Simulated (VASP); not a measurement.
Wanted: the native input for a VASP 6.6.1 run.

| Quantity | Value |
| --- | --- |
| Task | relaxation of the atoms |
| Functional | PBE |
| Potentials or basis | VASP PAW PBE potentials, release 64 (Fe) |
| Cutoff | 520 eV |
| k mesh | 13 × 13 × 13 |
| Occupations | methfessel-paxton, width 0.2 eV |
| Spin | collinear spin, ferromagnetic start |
| Starting moments | [-1.17] μB |
| Hubbard terms | Fe d U = 6.2 eV |
| Dipole correction | no |
| Further INCAR settings | ALGO = Normal; EDIFF = 1e-06; IBRION = 2; EDIFFG = -0.02; NSW = 80 |

The structure of Fe lies in POSCAR:

```
Fe
1.0
    2.4900254000      0.0000000000      0.0000000000
   -0.7801380910      2.3663768432      0.0000000000
   -0.8632580853     -1.1747585387      2.0397237108
Fe
1
Direct
    0.5000000000      0.0000000000      0.0000000000
```

This cell differs from its parent crystal: the cell strained at random.

The input as run:

INCAR

```
SYSTEM = Fe
ALGO     = Normal         ! electronic algorithm
EDIFF    = 1E-6           ! SCF threshold, eV
EDIFFG   = -0.02          ! ionic threshold
ENCUT    = 520            ! plane-wave cutoff, eV
GGA      = PE             ! functional
IBRION   = 2              ! ionic algorithm
ISIF     = 2              ! what is computed and relaxed
ISMEAR   = 1              ! smearing method
ISPIN    = 2              ! spin polarisation
KPAR     = 4            
LASPH    = .TRUE.         ! aspherical terms in the spheres
LCHARG   = .FALSE.        ! write CHGCAR
LDAU     = .TRUE.         ! DFT+U
LDAUJ    = 0            
LDAUL    = 2              ! shell
LDAUPRINT= 1            
LDAUTYPE = 2            
LDAUU    = 6.2            ! U, eV
LMAXMIX  = 4              ! l up to which the mixer works
LORBIT   = 11             ! projections on sites
LREAL    = .FALSE.        ! projectors in reciprocal space
LWAVE    = .FALSE.        ! write WAVECAR
MAGMOM   = -1.17          ! initial moments
NELM     = 150            ! most SCF steps
NSW      = 80             ! ionic steps
PREC     = Accurate       ! precision mode
SIGMA    = 0.2            ! smearing width, eV
```

KPOINTS

```
k-points
0
G
  13 13 13
  0 0 0
```

Potentials or basis: VASP PAW PBE potentials, release 64 (Fe).

Run with:

```console
$ cat potpaw_PBE.64/Fe/POTCAR > POTCAR
$ mpirun -np 4 vasp_std > vasp.out
```

Results of the run:

```yaml
Pressure_after_relaxing: 16.1 GPa
Net_moment: -2.97 μB per cell
Site_moments: Fe -3.14 μB
Valence_electrons_inside_the_program's_atomic_spheres: Fe 7.21
```

Caveat: the cell differs from its parent crystal (the cell strained at random); the U is typed as a test and isn't derived for this compound.

It took 60 s on 4 MPI ranks on Intel(R) Xeon(R) 6975P-C (Granite Rapids) (shared host), peak memory 0.3 GiB a rank.
